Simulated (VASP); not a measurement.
# BN (P6_3mc) in VASP: further runs

Aim: see how the results for BN move with the level of theory and the settings. Levels: r2SCAN0, r2SCAN. Tasks: single point, relaxation of cell and atoms.

Program: VASP 6.6.1. These are calculated values, not measurements. Logs are shortened: lines on timing, memory, paths and dates and some standing lists are left out, and cuts for length are marked.

## (1) The cell of the first run

It takes space group P6_3mc (No. 186, hexagonal). The conventional cell has a = 2.544 Å, b = 2.544 Å, c = 4.208 Å, α = 90.00°, β = 90.00°, γ = 120.00°. Within 2.1 Å of B (site symmetry 3m) lie 4 N at 1.56 to 1.58 Å. Within 2.1 Å of N (site symmetry 3m) lie 4 B at 1.56 to 1.58 Å.

## (2) Single point, r2SCAN0

Contents of POSCAR:

```
BN
1.0
    2.5439500113      0.0000000000      0.0000000000
   -1.2719750056      2.2031253357      0.0000000000
    0.0000000000      0.0000000000      4.2078152881
B N
2 2
Direct
    0.3333333333      0.6666666667      0.0002034636
    0.6666666667      0.3333333333      0.5002034636
    0.3333333333      0.6666666667      0.3747965364
    0.6666666667      0.3333333333      0.8747965364
```

Contents of INCAR.step1:

```
SYSTEM = BN
ALGO = Normal ; EDIFF = 1E-5
ENCUT = 580 ; GGA = PE
GGA_COMPAT = .FALSE. ; ISIF = 2
ISMEAR = 0 ; KPAR = 4
LASPH = .TRUE. ; LREAL = .FALSE.
LWAVE = .TRUE. ; NBANDS = 16
NELM = 120 ; PREC = Accurate
SIGMA = 0.01
```

Contents of INCAR.step2:

```
SYSTEM = BN
AEXX = 0.25 ; ALGO = Normal
EDIFF = 1E-6 ; ENCUT = 580
GGA_COMPAT = .FALSE. ; ISIF = 2
ISMEAR = 0 ; ISTART = 1
KPAR = 4 ; LASPH = .TRUE.
LCHARG = .TRUE. ; LHFCALC = .TRUE.
LMIXTAU = .TRUE. ; LREAL = .FALSE.
LVHAR = .TRUE. ; LWAVE = .FALSE.
METAGGA = R2SCAN ; NBANDS = 16
NELM = 120 ; PREC = Accurate
PRECFOCK = Normal ; SIGMA = 0.01
```

Contents of KPOINTS:

```
k-points
0
G
  9 9 4
  0 0 0
```

Potentials or basis: VASP PAW PBE potentials, release 64 (B, N).

Command:

```console
$ cat potpaw_PBE.64/B/POTCAR potpaw_PBE.64/N/POTCAR > POTCAR
$ cp INCAR.step1 INCAR
$ mpirun -np 4 vasp_std > vasp.out
$ cp INCAR.step2 INCAR
$ mpirun -np 4 vasp_std > vasp.out
```

OUTCAR:

```text
SYSTEM = BN
   AEXX = 0.25
   EDIFF = 1E-6
   ENCUT = 580
   ISIF = 2
   ISMEAR = 0
   ISTART = 1
   LASPH = .TRUE.
   LHFCALC = .TRUE.
   LREAL = .FALSE.
   METAGGA = R2SCAN
   NELM = 120
   PREC = Accurate
   PRECFOCK = Normal

 ion  position               nearest neighbor table
   1  0.333  0.667  0.000-   4 1.56   4 1.56   4 1.56   3 1.58
   2  0.667  0.333  0.500-   3 1.56   3 1.56   3 1.56   4 1.58
   3  0.333  0.667  0.375-   2 1.56   2 1.56   2 1.56   1 1.58
   4  0.667  0.333  0.875-   1 1.56   1 1.56   1 1.56   2 1.58

  LATTYP: Found a hexagonal cell.
 ALAT       =     2.5439500113
 C/A-ratio  =     1.6540479449

  Lattice vectors:

 A1 = (   2.5439500113,   0.0000000000,   0.0000000000)
 A2 = (  -1.2719750056,   2.2031253357,   0.0000000000)
 A3 = (   0.0000000000,   0.0000000000,   4.2078152881)

Analysis of symmetry for initial positions (statically):
=====================================================================
 Subroutine PRICEL returns:
 Original cell was already a primitive cell.

 Routine SETGRP: Setting up the symmetry group for a
 hexagonal supercell.

 Subroutine GETGRP returns: Found 12 space group operations
 (whereof  6 operations were pure point group operations)
 out of a pool of 24 trial point group operations.

The static configuration has the point symmetry C_3v.
 The point group associated with its full space group is C_6v.

Analysis of symmetry for dynamics (positions and initial velocities):
=====================================================================
 Subroutine PRICEL returns:
 Original cell was already a primitive cell.

 Routine SETGRP: Setting up the symmetry group for a
 hexagonal supercell.

 Subroutine GETGRP returns: Found 12 space group operations
 (whereof  6 operations were pure point group operations)
 out of a pool of 24 trial point group operations.

The dynamic configuration has the point symmetry C_3v.
 The point group associated with its full space group is C_6v.

 Subroutine INISYM returns: Found 12 space group operations
 (whereof  6 operations are pure point group operations),
 and found     1 'primitive' translations

----------------------------------------------------------------------------------------

                                     Primitive cell

  volume of cell :      23.5833

[... 95 lines left out ...]
   NSW    =      0    number of steps for IOM
   IBRION =     -1    ionic relax: 0-MD 1-quasi-New 2-CG
   NFREE  =      0    steps in history (QN), initial steepest desc. (CG)
   ISIF   =      2    stress and relaxation
   ISYM   =      3    0-nonsym 1-usesym 2-fastsym
   POTIM  = 0.5000    time-step for ionic-motion
   TEBEG  =    0.0;   TEEND  =   0.0 temperature during run
   PSTRESS=    0.0 pullay stress
   NELECT =      16.0000    total number of electrons
   NUPDOWN=      -1.0000    fix difference up-down
   EMIN   =  10.00;   EMAX   =-10.00  energy-range for DOS
   EFERMI =   0.00;   METHOD = LEGACY
   ISMEAR =     0;   SIGMA  =   0.01  broadening in eV -4-tet -1-fermi 0-gaus
   EFERMI_NEDOS =   21; number of points for ismear=-14 and -15
   IALGO  =     38    algorithm
   IMIX   =      1    mixing-type and parameters
     AMIX     =   0.40;   BMIX     =  1.00
     AMIX_MAG =   1.60;   BMIX_MAG =  1.00
  volume/ion in A,a.u.               =       5.90        39.79
  Fermi-wavevector in a.u.,A,eV,Ry     =   1.438512  2.718393 28.154745  2.069315
  Thomas-Fermi vector in A             =   2.557470
   LORBIT       =      0    0 simple, 1 ext, 2 COOP (PROOUT), +10 PAW based schemes
   METAGGA = R2SCAN    functional components
   LHFCALC =     T    Hartree Fock is set to
   PRECFOCK=normal    Normal, Fast or Accurate (Low or Medium for compatibility)
   ENCUT4O =  -1.0   cutoff for four orbital integrals eV
   NKREDX  =     1    reduce k-point grid by
   NKREDY  =     1    reduce k-point grid by
   NKREDZ  =     1    reduce k-point grid by
   AEXX    =    0.2500 exact exchange contribution
   HFSCREEN=    0.0000 screening length (either q_TF or 0.3 A-1)
   HFSCREENC=   0.0000 screening length for correlation (either q_TF or 0.3 A-1)
   ENCUTFOCK=  -1.0 apply spherical cutoff to Coloumb kernel
   IVDW    =     0    specifies the selected vdW correction
   LEPSILON=     F    determine dielectric tensor
   LRPA    =     F    only Hartree local field effects (RPA)
 non-spin polarized calculation
 Gauss-broadening in eV      SIGMA  =   0.01
  energy-cutoff  :      580.00
  volume of cell :       23.58
 maximum number of plane-waves:       768
 NGX is ok and might be reduce to    20
  NGX = 16; NGY = 16; NGZ = 28

 number of electron      16.0000003 magnetization

 Free energy of the ion-electron system (eV)
  ---------------------------------------------------
  ext. energy  EPLUGINS =         0.00000000
  ---------------------------------------------------
  free energy    TOTEN  =       -44.96725650 eV

  energy without entropy =      -44.96725650  energy(sigma->0) =      -44.96725650

 E-fermi :   6.3456     XC(G=0): -10.5745

 val. band max:        6.2635908997   @ k =   0.0000   0.0000   0.0000
 cond. band min:      13.8717498380   @ k =   0.3333   0.3333   0.0000
 fundamental gap:      7.6081589382
 Fermi energy:         6.3456049857

 k-point     1 :       0.0000    0.0000    0.0000
  band No.  band energies     occupation
      1     -16.7574      2.00000
      2     -12.2429      2.00000
      3      -5.9098      2.00000
      4       3.9065      2.00000
      5       3.9065      2.00000
      6       5.9963      2.00000
[... 433 lines left out ...]
      3      -3.5043      2.00000
      4      -3.0092      2.00000
      5      -3.0092      2.00000
      6      -0.6616      2.00000
[... 8 lines left out ...]
     15      26.5510      0.00000
     16      26.5510      0.00000

 [... further k-points ...]
[... 5 lines left out ...]
  --------------------------------------------------------------------------------------
  -------------------------------------------------------------------------------------
  Total       -0.7792309     -0.7792309     -0.8400377     -0.0000000      0.0000000      0.0000000
  in kB      -52.9385849    -52.9385849    -57.0696093     -0.0000000      0.0000000      0.0000000
  external PRESSURE =     -54.3155930 kB  Pullay stress =       0.0000000 kB

 VOLUME and BASIS-vectors are now :
 -----------------------------------------------------------------------------
  energy-cutoff  :      580.00
  volume of cell :       23.58
      direct lattice vectors                 reciprocal lattice vectors
     2.543950011  0.000000000  0.000000000     0.393089485  0.226950320  0.000000000
    -1.271975006  2.203125336  0.000000000     0.000000000  0.453900640  0.000000000
     0.000000000  0.000000000  4.207815288     0.000000000  0.000000000  0.237653017

 POSITION                                       TOTAL-FORCE (eV/Angst)
 -----------------------------------------------------------------------------------
     -0.00000      1.46875      0.00086         0.000000     -0.000000     -0.011826
      1.27198      0.73438      2.10476         0.000000     -0.000000     -0.011826
     -0.00000      1.46875      1.57707         0.000000     -0.000000      0.011826
      1.27198      0.73438      3.68098        -0.000000      0.000000      0.011826
 -----------------------------------------------------------------------------------
    total drift:                                0.000000      0.000000     -0.000653

  FREE ENERGIE OF THE ION-ELECTRON SYSTEM (eV)
  ---------------------------------------------------
  free  energy   TOTEN  =       -44.9672564968 eV

  energy  without entropy=      -44.9672564968  energy(sigma->0) =      -44.96725650
```

OSZICAR.step1:

```text
N       E                     dE             d eps       ncg     rms          rms(c)
DAV:   1     0.455613806757E+02    0.45561E+02   -0.88503E+03  1152   0.106E+03
DAV:   2    -0.342050758769E+02   -0.79766E+02   -0.74580E+02  1624   0.253E+02
DAV:   3    -0.367769211866E+02   -0.25718E+01   -0.25631E+01  1432   0.421E+01
DAV:   4    -0.367834597990E+02   -0.65386E-02   -0.65383E-02  1312   0.233E+00
DAV:   5    -0.367834773043E+02   -0.17505E-04   -0.17505E-04  1352   0.111E-01    0.949E+00
DAV:   6    -0.349984404873E+02    0.17850E+01   -0.22335E+00  1472   0.142E+01    0.449E+00
DAV:   7    -0.348610208626E+02    0.13742E+00   -0.33206E-01  1448   0.469E+00    0.274E+00
DAV:   8    -0.348334294891E+02    0.27591E-01   -0.53117E-02  1336   0.189E+00    0.260E-01
DAV:   9    -0.348322092806E+02    0.12202E-02   -0.19581E-03  1320   0.565E-01    0.135E-01
DAV:  10    -0.348324873706E+02   -0.27809E-03   -0.50197E-04  1360   0.179E-01    0.258E-02
DAV:  11    -0.348324932412E+02   -0.58707E-05   -0.32804E-05  1416   0.573E-02
   1 F= -.34832493E+02 E0= -.34832493E+02  d E =-.140289E-18
```

It took 16 min on 4 MPI ranks of Intel Xeon Platinum 8259CL at 2.50GHz (Skylake/Cascade Lake), shared host; peak memory 0.16 GiB.

What came out:

```
Free energy            : -44.9673 eV
Pressure               : -5.4 GPa
Largest force          : 0.012 eV/Å
Band gap on the k mesh : 7.61 eV (least direct gap 11.14 eV)
```

Forces on the atoms (eV/Å):
```
B    0.000  0.000 -0.012
B    0.000  0.000 -0.012
N    0.000  0.000  0.012
N    0.000  0.000  0.012
```

Stress tensor (GPa, compression positive):
```
-5.29  0.00  0.00
 0.00 -5.29  0.00
 0.00  0.00 -5.71
```

Caveat: the cell stands under tension; the PAW data sets were made with another functional, which shifts forces and pressure a little; an odd mesh through Γ misses points on the zone boundary, where band edges can lie.

## (3) Relaxation of cell and atoms, r2SCAN

This run uses another cell than the first one, of 5.97 Å³/atom.

Contents of POSCAR:

```
BN
1.0
    2.5544338114      0.0000000000      0.0000000000
   -1.2772169057      2.2122045730      0.0000000000
    0.0000000000      0.0000000000      4.2244270483
B N
2 2
Direct
    0.3333333333      0.6666666667      0.0001896167
    0.6666666667      0.3333333333      0.5001896167
    0.3333333333      0.6666666667      0.3748103833
    0.6666666667      0.3333333333      0.8748103833
```

Contents of INCAR.step1:

```
SYSTEM = BN
PREC = Accurate
ENCUT = 600
ISMEAR = -1
SIGMA = 0.02
LREAL = .FALSE.
LASPH = .TRUE.
NELM = 100
GGA = PE
ALGO = Normal
EDIFF = 1E-4
LWAVE = .TRUE.
LCHARG = .FALSE.
```

Contents of INCAR.step2:

```
SYSTEM = BN
PREC = Accurate
ENCUT = 600
EDIFF = 1E-7
ISMEAR = -1
SIGMA = 0.02
LREAL = .FALSE.
LASPH = .TRUE.
NELM = 100
ALGO = Normal
ISIF = 3
LWAVE = .FALSE.
LCHARG = .FALSE.
METAGGA = R2SCAN
LMIXTAU = .TRUE.
IBRION = 2
NSW = 80
EDIFFG = -0.005
ISTART = 1
```

Contents of KPOINTS:

```
Automatic mesh
0
G
  12 12 6
  0 0 0
```

Potentials or basis: VASP PAW PBE potentials, release 64 (B, N).

Command:

```console
$ cat potpaw_PBE.64/B/POTCAR potpaw_PBE.64/N/POTCAR > POTCAR
$ cp INCAR.step1 INCAR
$ mpirun -np 1 vasp_std > vasp.out
$ cp INCAR.step2 INCAR
$ mpirun -np 1 vasp_std > vasp.out
```

Wall time 11 min (1 thread of AMD EPYC 7R43 (Zen 3), shared host); peak memory 0.11 GiB.

The run converged. Its results:

```
Free energy                           : -38.2728 eV
Relaxed volume                        : 5.91 Å³/atom
Relaxed cell                          : a = 2.547 Å, b = 2.547 Å, c = 4.212 Å, α = 90.00°, β = 90.00°, γ = 120.00°
Space group after relaxing (to 0.1 Å) : P6_3mc (No. 186)
Energy gained by relaxing             : 0.6 meV/atom
Ionic steps                           : 6
Pressure after relaxing               : -0.1 GPa
Band gap on the k mesh                : 5.72 eV (least direct gap 8.97 eV)
```

The path:
| step | energy change (eV) | largest force (eV/Å) | pressure (GPa) | volume (Å³) |
| --- | --- | --- | --- | --- |
| 1 | 0.0000 | 0.0040 | -3.52 | 23.87 |
| 2 | 0.0004 | 0.0199 | 3.94 | 23.42 |
| 3 | -0.0024 | 0.0073 | 0.00 | 23.65 |
| 4 | -0.0024 | 0.0070 | -0.07 | 23.66 |
| 5 | -0.0024 | 0.0073 | -0.06 | 23.66 |
| 6 | -0.0024 | 0.0003 | -0.07 | 23.66 |

Final structure:
```cif
data_structure
_symmetry_space_group_name_H-M 'P 1'
_symmetry_Int_Tables_number 1
_cell_length_a 2.5467
_cell_length_b 2.5467
_cell_length_c 4.2122
_cell_angle_alpha 90.000
_cell_angle_beta 90.000
_cell_angle_gamma 120.000
_cell_volume 23.66
loop_
_atom_site_label
_atom_site_type_symbol
_atom_site_fract_x
_atom_site_fract_y
_atom_site_fract_z
_atom_site_occupancy
B1 B 0.33333 0.66667 0.00021 1
B2 B 0.66667 0.33333 0.50021 1
N1 N 0.33333 0.66667 0.37479 1
N2 N 0.66667 0.33333 0.87479 1
```

Levels at points of the mesh, in eV from the valence-band top:
| k point | band 6 | band 7 | band 8 | band 9 | band 10 | band 11 |
| --- | --- | --- | --- | --- | --- | --- |
| (0.00, 0.00, 0.00) | -0.27 | 0.00 | 0.00 | 9.06 | 9.06 | 9.29 |
| (0.50, 0.00, 0.00) | -5.18 | -4.52 | -2.19 | 7.29 | 8.59 | 11.36 |
| (0.00, 0.00, 0.50) | -1.22 | -1.22 | -1.22 | 10.21 | 10.21 | 10.67 |
| (0.50, 0.00, 0.50) | -3.91 | -3.72 | -3.72 | 7.19 | 7.19 | 10.70 |

Caveat: the PAW data sets were made with another functional, which shifts forces and pressure a little.
